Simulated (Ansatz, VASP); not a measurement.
## SrO: VASP beside Ansatz

```xyz
2
Lattice="0.0000 2.5838 2.5838 2.5838 0.0000 2.5838 2.5838 2.5838 0.0000" Properties=species:S:1:pos:R:3 pbc="T T T"
Sr    2.5838    2.5838    2.5838
O     0.0000    0.0000    0.0000
```

Alike in both runs: task single point; functional PBE; k mesh 6 × 6 × 6; no spin polarisation.

|  | VASP | Ansatz |
| --- | --- | --- |
| version | VASP 6.6.1 | Ansatz 0.2.0 |
| potentials or method | VASP PAW PBE potentials, release 64 (Sr_sv, O), cutoff 600 eV | scalar-relativistic, plane waves, PAW |
| occupations | methfessel-paxton of order 1, width 0.0680285 eV | cold |
| valence electrons in the cell | 16 | 16 |

VASP gave:

| Quantity | Value |
| --- | --- |
| gap on the k mesh at the Fermi level (eV) | 3.27 |
| least direct gap on the mesh (eV) | 3.37 |
| pressure (GPa) | 1.8 |

**Question.** Which values does Ansatz return?

**Answer.** gap on the k mesh at the Fermi level (eV): 3.32; least direct gap on the mesh (eV): 3.41; pressure (GPa): 1.4.
